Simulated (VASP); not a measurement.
The system is Ca.

```xyz
1
Lattice="-2.3080 2.3080 2.0030 2.3080 -2.3080 2.0030 2.3080 2.3080 -2.0030" Properties=species:S:1:pos:R:3 pbc="T T T"
Ca    0.0000    0.0000    0.0000
```

The cell was generated, and may not be a known phase.

- Program: VASP 6.6.1
- Task: relaxation of cell and atoms
- Functional: PBE
- Potentials or basis: VASP PAW PBE potentials, release 64 (Ca_sv)
- Cutoff: 600 eV
- k mesh: 18 × 18 × 18
- Occupations: gaussian, width 0.1 eV
- Spin: no spin polarisation

At the start: pressure -0.2 GPa; volume 42.68 Å³/atom.

Question: How do energy, volume and symmetry change on relaxing?

Answer: Over 8 steps the energy falls by 4.7 meV/atom and the volume is 42.19 Å³/atom (-1.1 %); space group I4/mmm (No. 139, to 0.1 Å) before and after.

Step by step:
```tsv
step	energy change (eV)	largest force (eV/Å)	pressure (GPa)	volume (Å³)
1	0.0000	0.0000	-0.20	42.68
2	-0.0017	0.0000	-0.06	42.34
3	-0.0035	0.0000	0.22	41.63
4	-0.0035	0.0000	0.27	41.52
5	-0.0045	0.0000	0.08	41.94
6	-0.0047	0.0000	-0.06	42.28
7	-0.0047	0.0000	0.02	42.20
8	-0.0047	0.0000	-0.01	42.19
```

Final structure:
```
CELL_PARAMETERS angstrom
-2.25013 2.25013 2.08327
2.25013 -2.25013 2.08327
2.25013 2.25013 -2.08327
ATOMIC_POSITIONS crystal
Ca 0.00000 0.00000 0.00000
```
